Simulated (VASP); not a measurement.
**GaSb: single point with r2SCAN**

Crystal: GaSb.

```
CELL_PARAMETERS angstrom
0.00000 3.21195 3.21195
3.21195 0.00000 3.21195
3.21195 3.21195 0.00000
ATOMIC_POSITIONS crystal
Ga 0.00000 0.00000 0.00000
Sb 0.75000 0.75000 0.75000
```

This cell differs from its parent crystal: strain +0.050 along x and y, +0.050 along z.

```json
{
  "Program": "VASP 6.6.1",
  "Task": "single point",
  "Functional": "r2SCAN",
  "Potentials or basis": "VASP PAW PBE potentials, release 64 (Ga_d, Sb)",
  "Cutoff": "520 eV",
  "k mesh": "10 × 10 × 10",
  "Occupations": "gaussian, width 0.05 eV",
  "Spin": "no spin polarisation"
}
```

```
Pressure               : -5.3 GPa
Band gap on the k mesh : zero (filled and empty bands touch)
```

Levels at points of the mesh, in eV from the Fermi level:
| k point | band 6 | band 7 | band 8 | band 9 | band 10 | band 11 | band 12 | band 13 |
| --- | --- | --- | --- | --- | --- | --- | --- | --- |
| (0.00, 0.00, 0.00) | -10.99 | -0.62 | -0.02 | -0.02 | -0.02 | 3.00 | 3.00 | 3.00 |
| (0.50, 0.00, 0.00) | -9.62 | -5.93 | -1.00 | -1.00 | 0.36 | 3.98 | 3.98 | 6.89 |
| (0.50, 0.50, 0.00) | -8.95 | -6.43 | -2.22 | -2.22 | 1.20 | 1.70 | 8.27 | 8.27 |

It took 2.1 min on 1 thread of Intel(R) Xeon(R) Platinum 8259CL CPU @ 2.50GHz (Skylake/Cascade Lake), with other jobs on the host, peak memory 0.25 GiB.

Caveat: the cell differs from its parent crystal (strain +0.050 along x and y, +0.050 along z); the PAW data sets were made with another functional, which shifts forces and pressure a little; spin-orbit coupling is left out, which moves the levels of the heavy elements.
